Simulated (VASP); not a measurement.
Input of a VASP 6.6.1 run:

Contents of INCAR:

```
PREC = Accurate ; ENCUT = 520
EDIFF = 1E-6 ; ISMEAR = 0
SIGMA = 0.05 ; LREAL = F
LASPH = T ; NELM = 60
ALGO = Normal ; ISIF = 2
LWAVE = F ; LCHARG = F
GGA = CA ; NBANDS = 26
```

The input KPOINTS:

```
Automatic mesh
0
Gamma
  8 8 6
```

The input POSCAR:

```
ZnSe
1.0
    4.1020000000      0.0000000000      0.0000000000
    0.0000000000      4.1020000000      0.0000000000
    0.0000000000      0.0000000000      5.2561416084
Zn Se
2 2
Direct
    0.0000000000      0.0000000000      0.0000000000
    0.5000000000      0.5000000000      0.0000000000
    0.0000000000      0.5000000000      0.2797006019
    0.5000000000      0.0000000000      0.7202993981
```

Potentials or basis: VASP PAW LDA potentials, release 64 (Zn, Se).

Run with:

```sh
$ cat potpaw_LDA.64/Zn/POTCAR potpaw_LDA.64/Se/POTCAR > POTCAR
$ mpirun -np 1 vasp_std > vasp.out
```

(1) Predict the band gap on the k mesh.

(2) Predict the largest force.

Results:

(1) 1.37 eV, direct.

(2) 0.400 eV/Å.
